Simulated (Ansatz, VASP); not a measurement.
## Pd in VASP and in Ansatz

The input INCAR:

```
SYSTEM = Pd
PREC = Accurate ; ENCUT = 400
EDIFF = 1E-6 ; ISMEAR = -1
SIGMA = 0.05 ; LREAL = .FALSE.
LASPH = .TRUE. ; NELM = 120
ALGO = Normal ; ISIF = 2
LWAVE = .FALSE. ; LCHARG = .FALSE.
LDIPOL = .TRUE. ; IDIPOL = 3
DIPOL = 0.5 0.5 0.500 ; GGA = CA
NBANDS = 33 ; GGA_COMPAT = .FALSE.
NELMDL = -8
```

Contents of KPOINTS:

```
Automatic mesh
0
G
  13 13 1
  0 0 0
```

Contents of POSCAR:

```
Pd
1.0
    2.7154616614      0.0000000000      0.0000000000
    0.0000000000      2.7154616614      0.0000000000
    0.0000000000      0.0000000000     18.5928000000
Pd
5
Direct
    0.0000000000      0.0000000000      0.2958126485
    0.5000000000      0.5000000000      0.3972045724
    0.0000000000      0.0000000000      0.4999999997
    0.5000000000      0.5000000000      0.6027954262
    0.0000000000      0.0000000000      0.7041873515
```

Input for Ansatz:

```yaml
crystal:
  lattice:
    - [2.7154616614, 0.0, 0.0]
    - [0.0, 2.7154616614, 0.0]
    - [0.0, 0.0, 18.5928]
  atoms:
    - { symbol: Pd, position: [0.0, 0.0, 0.2958126485] }
    - { symbol: Pd, position: [0.5, 0.5, 0.3972045724] }
    - { symbol: Pd, position: [0.0, 0.0, 0.4999999997] }
    - { symbol: Pd, position: [0.5, 0.5, 0.6027954262] }
    - { symbol: Pd, position: [0.0, 0.0, 0.7041873515] }
kpoints:
  mp_grid: { grid: [13, 13, 1] }
scf:
  occupations: { method: fermi_dirac, width: 0.05 }
hamiltonian:
  xc: lda
  pseudopotentials: { kind: all_electron, lapw: { basis_error: 0.001 } }
output:
  forces: true
  stress: true
  eigenvalues: true
efield:
  axis: 3
  amplitude: 0
  dipole_correction: true
```

Alike in both runs: task single point; functional LDA; k mesh 13 × 13 × 1; occupations fermi-dirac, width 0.05 eV; no spin polarisation.

```csv
,VASP,Ansatz
version,VASP 6.6.1,Ansatz 0.2.0
potentials or method,"VASP PAW LDA potentials, release 64 (Pd), cutoff 400 eV","all-electron LAPW, scalar-relativistic"
```

VASP gave:

```
rms of the force components (eV/Å) : 0.006
```

Problem. Estimate Ansatz's values.

Solution. rms of the force components (eV/Å): 0.000.

LDA's correlation is that of Perdew and Zunger in VASP and of Perdew and Wang (1992) in Ansatz. Atom by atom the forces differ by 0.006 eV/Å (rms over components). Ansatz ran all-electron here, and VASP with PAW potentials. Ansatz's warnings: vacuum density over bound.
